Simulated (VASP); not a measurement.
## NaTiO2: single point with LDA

The system is NaTiO2.

```xyz
4
Lattice="1.4811 0.8551 5.3075 -1.4811 0.8551 5.3075 0.0000 -1.7102 5.3075" Properties=species:S:1:pos:R:3 pbc="T T T"
Na    0.0000    0.0000    0.0000
Ti    0.0000    0.0000    7.9613
O     0.0000    0.0000   12.1617
O     0.0000    0.0000    3.7609
```

```json
{
 "Program": "VASP 6.6.1",
 "Task": "single point",
 "Functional": "LDA",
 "Potentials or basis": "VASP PAW LDA potentials, release 64 (Na_pv, Ti_sv, O)",
 "Cutoff": "520 eV",
 "k mesh": "10 × 10 × 10",
 "Occupations": "fermi-dirac, width 0.03 eV",
 "Spin": "collinear spin",
 "Starting moments": "[0.0, 1.0, 0.0, 0.0] μB"
}
```

- Pressure: -0.6 GPa
- Largest force: 0.359 eV/Å
- Net moment: 0.00 μB per cell
- Valence electrons inside the program's atomic spheres: Na 6.09; Ti 10.37; O 5.04

Forces in eV/Å, atoms in the order of the input:
```
Na   0.000  0.000  0.000
Ti   0.000  0.000  0.000
O    0.000  0.000 -0.359
O    0.000  0.000  0.359
```

Stress tensor (GPa, compression positive):
```
-2.83  0.00  0.00
 0.00 -2.83  0.00
 0.00  0.00  3.93
```

Levels at points of the mesh, in eV from the Fermi level:
Spin up:
| k point | band 14 | band 15 | band 16 | band 17 | band 18 | band 19 |
| --- | --- | --- | --- | --- | --- | --- |
| (0.00, 0.00, 0.00) | -3.85 | -3.85 | 0.15 | 0.15 | 0.83 | 2.25 |
| (0.50, 0.00, 0.00) | -5.12 | -4.67 | -0.52 | 1.53 | 1.61 | 3.41 |
| (0.50, 0.50, 0.00) | -4.84 | -4.67 | -0.83 | 1.53 | 1.63 | 3.59 |
| (0.50, 0.50, 0.50) | -3.93 | -3.93 | 0.17 | 0.17 | 0.93 | 3.26 |
Spin down:
```csv
k point,band 14,band 15,band 16,band 17,band 18,band 19
"(0.00, 0.00, 0.00)",-3.85,-3.85,0.15,0.15,0.83,2.25
"(0.50, 0.00, 0.00)",-5.12,-4.67,-0.52,1.53,1.61,3.41
"(0.50, 0.50, 0.00)",-4.84,-4.67,-0.83,1.53,1.63,3.59
"(0.50, 0.50, 0.50)",-3.93,-3.93,0.17,0.17,0.93,3.26
```

Run time: 5.6 min on 1 thread of AMD EPYC 9R45 96-Core Processor (Zen 5), on a shared host, peak memory 0.33 GiB.

Caveat: the stress differs along the axes, from -3 to 4 GPa; semilocal functionals often make such compounds metallic where correlation or magnetic order opens a gap, which also shifts bond lengths.
